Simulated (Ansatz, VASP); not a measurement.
**One calculation of I, two programs**

INCAR

```
SYSTEM = I
PREC = Accurate
ENCUT = 520
EDIFF = 1E-6
ISMEAR = -1
SIGMA = 0.05
LREAL = .FALSE.
LASPH = .TRUE.
NELM = 100
ALGO = Normal
ISIF = 2
LWAVE = .FALSE.
LCHARG = .FALSE.
GGA = PE
NBANDS = 22
```

Contents of KPOINTS:

```
Automatic mesh
0
G
  7 7 3
  0 0 0
```

File POSCAR:

```
I
1.0
    3.5608297907     -2.3461283221      0.0000000000
    3.5608297907      2.3461283221      0.0000000000
    0.0000000000      0.0000000000      9.5935177805
I
4
Direct
    0.6493000000      0.3507000000      0.3844000000
    0.1493000000      0.8507000000      0.1156000000
    0.3507000000      0.6493000000      0.6156000000
    0.8507000000      0.1493000000      0.8844000000
```

The input input.yaml:

```yaml
crystal:
  lattice:
    - [3.5608297907, -2.3461283221, 0.0]
    - [3.5608297907, 2.3461283221, 0.0]
    - [0.0, 0.0, 9.5935177805]
  atoms:
    - { symbol: I, position: [0.6493, 0.3507, 0.3844] }
    - { symbol: I, position: [0.1493, 0.8507, 0.1156] }
    - { symbol: I, position: [0.3507, 0.6493, 0.6156] }
    - { symbol: I, position: [0.8507, 0.1493, 0.8844] }
kpoints:
  mp_grid: { grid: [7, 7, 3] }
scf:
  occupations: { method: fermi_dirac, width: 0.05 }
hamiltonian:
  xc: pbe
  pseudopotentials: { kind: all_electron, lapw: { basis_error: 0.001 } }
output:
  forces: true
  stress: true
  eigenvalues: true
```

Change from the starting cell: volume scaled by 0.94.

Alike in both runs: task single point; functional PBE; k mesh 7 × 7 × 3; occupations fermi-dirac, width 0.05 eV; no spin polarisation.

|  | VASP | Ansatz |
| --- | --- | --- |
| version | VASP 6.6.1 | Ansatz 0.2.0 |
| potentials or method | VASP PAW PBE potentials, release 64 (I), cutoff 520 eV | all-electron LAPW, scalar-relativistic |

|  | VASP | Ansatz | Ansatz less VASP |
| --- | --- | --- | --- |
| gap on the k mesh at the Fermi level (eV) | 1.47 | 1.47 | +0.006 |
| least direct gap on the mesh (eV) | 1.59 | 1.60 | +0.012 |
| pressure (GPa) | 3.8 | 3.8 | +0.03 |
| traceless stress, the component that is largest in VASP (GPa) | 2.60 | 2.62 | +0.021 |
| rms of the force components (eV/Å) | 0.839 | 0.842 | +0.0037 |

Atom by atom the forces differ by 0.004 eV/Å (rms over components). Ansatz ran all-electron here, and VASP with PAW potentials.

Neither program's run includes spin-orbit coupling.
